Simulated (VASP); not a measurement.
# SbPb (Cmmm) in VASP: a series of runs, part 2 of 2

VASP 6.6.1. Earlier steps stand in the parts before.

### 3 Single point, LDA

The input, INCAR:

```
SYSTEM = SbPb
  PREC = Accurate
  ENCUT = 500
  EDIFF = 1E-6
  ISMEAR = -1
  SIGMA = 0.2
  LREAL = .FALSE.
  LASPH = .TRUE.
  NELM = 120
  ALGO = Normal
  ISIF = 2
  LWAVE = .FALSE.
  LCHARG = .FALSE.
  GGA = CA
  NBANDS = 16
  GGA_COMPAT = .FALSE.
```

The input, KPOINTS:

```
regular mesh
0
G
  4 4 3
  0 0 0
```

The input, POSCAR:

```
SbPb
1.0
    2.0758210000     -2.6803290000      0.0000000000
    2.0758210000      2.6803290000      0.0000000000
    0.0000000000      0.0000000000      5.4534750000
Sb Pb
1 1
Direct
    0.5000000000      0.5000000000      0.5000000000
    0.0000000000      0.0000000000      0.0000000000
```

Potentials or basis: VASP PAW LDA potentials, release 64 (Sb, Pb_d).

Launch:

```sh
cat potpaw_LDA.64/Sb/POTCAR potpaw_LDA.64/Pb_d/POTCAR > POTCAR
mpirun -np 1 vasp_std > vasp.out
```

OUTCAR:

```text
SYSTEM = SbPb
   PREC = Accurate
   ENCUT = 500
   EDIFF = 1E-6
   ISMEAR = -1
   LREAL = .FALSE.
   LASPH = .TRUE.
   NELM = 120
   ISIF = 2
   GGA = CA

 ion  position               nearest neighbor table
   1  0.500  0.500  0.500-   2 3.43   2 3.43   2 3.43   2 3.43   2 3.82   2 3.82   2 3.82   2 3.82

   2  0.000  0.000  0.000-   1 3.43   1 3.43   1 3.43   1 3.43   1 3.82   1 3.82   1 3.82   1 3.82

  LATTYP: Found a base centered orthorhombic cell.
 ALAT       =     4.1516420000
 B/A-ratio  =     1.2912139341
 C/A-ratio  =     1.3135706306

  Lattice vectors:

 A1 = (   2.0758210000,  -2.6803290000,   0.0000000000)
 A2 = (   2.0758210000,   2.6803290000,   0.0000000000)
 A3 = (   0.0000000000,   0.0000000000,   5.4534750000)

Analysis of symmetry for initial positions (statically):
=====================================================================
 Subroutine PRICEL returns:
 Original cell was already a primitive cell.

 Routine SETGRP: Setting up the symmetry group for a
[... 153 lines left out ...]
  free energy    TOTEN  =        -8.82553914 eV

  energy without entropy =       -8.66196033  energy(sigma->0) =       -8.74374973

 E-fermi :   6.9129     XC(G=0): -10.1564

 val. band max:        6.9122713259   @ k =   0.5000   0.5000   0.3333
 cond. band min:       7.0601616987   @ k =  -0.2500   0.2500   0.0000
 fundamental gap:      0.1478903728
 Fermi energy:         6.9128559292

 k-point     1 :       0.0000    0.0000    0.0000
  band No.  band energies     occupation
      1     -10.5080      2.00000
      2     -10.3463      2.00000
      3     -10.1749      2.00000
      4     -10.1665      2.00000
      5     -10.1544      2.00000
      6      -4.9488      2.00000
[... 243 lines left out ...]
      3     -10.2445      2.00000
      4     -10.1258      2.00000
      5     -10.0421      2.00000
      6      -0.6464      2.00000
[... 8 lines left out ...]
     15      13.4480      0.00000
     16      15.2791      0.00000

------------------------ aborting loop because EDIFF is reached ----------------------------------------

  FORCE on cell =-STRESS in cart. coord.  units (eV):
  Direction    XX          YY          ZZ          XY          YZ          ZX
  --------------------------------------------------------------------------------------
  -------------------------------------------------------------------------------------
  Total       -1.4467504     -0.7000842     -3.3084648     -0.0000000      0.0000000      0.0000000
  in kB      -38.1964390    -18.4833016    -87.3485646     -0.0000000      0.0000000      0.0000000
  external PRESSURE =     -48.0094350 kB  Pullay stress =       0.0000000 kB

 VOLUME and BASIS-vectors are now :
 -----------------------------------------------------------------------------
  energy-cutoff  :      500.00
  volume of cell :       60.68
      direct lattice vectors                 reciprocal lattice vectors
     2.075821000 -2.680329000  0.000000000     0.240868553 -0.186544264  0.000000000
     2.075821000  2.680329000  0.000000000     0.240868553  0.186544264  0.000000000
     0.000000000  0.000000000  5.453475000     0.000000000  0.000000000  0.183369320

 POSITION                                       TOTAL-FORCE (eV/Angst)
 -----------------------------------------------------------------------------------
      2.07582      0.00000      2.72674         0.000000     -0.000000      0.000000
      0.00000      0.00000      0.00000        -0.000000      0.000000      0.000000
 -----------------------------------------------------------------------------------
    total drift:                                0.000000      0.000000     -0.000000

  FREE ENERGIE OF THE ION-ELECTRON SYSTEM (eV)
  ---------------------------------------------------
  free  energy   TOTEN  =        -8.8255391360 eV

  energy  without entropy=       -8.6619603332  energy(sigma->0) =       -8.74374973
```

OSZICAR:

```text
N       E                     dE             d eps       ncg     rms          rms(c)
DAV:   1     0.139486568652E+03    0.13949E+03   -0.81503E+03   448   0.111E+03
DAV:   2    -0.104651865111E+01   -0.14053E+03   -0.13739E+03   528   0.301E+02
DAV:   3    -0.871681563097E+01   -0.76703E+01   -0.76213E+01   592   0.751E+01
DAV:   4    -0.889960344281E+01   -0.18279E+00   -0.18277E+00   552   0.140E+01
DAV:   5    -0.890736890788E+01   -0.77655E-02   -0.77653E-02   600   0.246E+00    0.179E+00
DAV:   6    -0.883218660141E+01    0.75182E-01   -0.31095E-01   600   0.366E+00    0.975E-01
DAV:   7    -0.882770625272E+01    0.44803E-02   -0.15751E-02   528   0.754E-01    0.530E-01
DAV:   8    -0.882557296332E+01    0.21333E-02   -0.35820E-03   568   0.333E-01    0.443E-02
DAV:   9    -0.882554390726E+01    0.29056E-04   -0.24795E-04   592   0.952E-02    0.282E-02
DAV:  10    -0.882554036437E+01    0.35429E-05   -0.36871E-05   600   0.815E-02    0.664E-03
DAV:  11    -0.882553911909E+01    0.12453E-05   -0.77730E-06   640   0.303E-02    0.366E-03
DAV:  12    -0.882553913600E+01   -0.16913E-07   -0.62279E-07   344   0.482E-03
   1 F= -.88255391E+01 E0= -.87437497E+01  d E =-.163579E+00
```

It took 7.8 s on 1 thread of Intel Xeon 6975P-C (Granite Rapids), shared host; peak memory 0.15 GiB.

Results:

```
Free energy : -8.8255 eV
Pressure    : -4.8 GPa
```

Stress tensor (GPa, compression positive):
```
-3.82  0.00  0.00
 0.00 -1.85  0.00
 0.00  0.00 -8.73
```

Caveat: the k points lie up to 0.48 Å⁻¹ apart; spin-orbit coupling is left out, which moves the levels of the heavy elements.
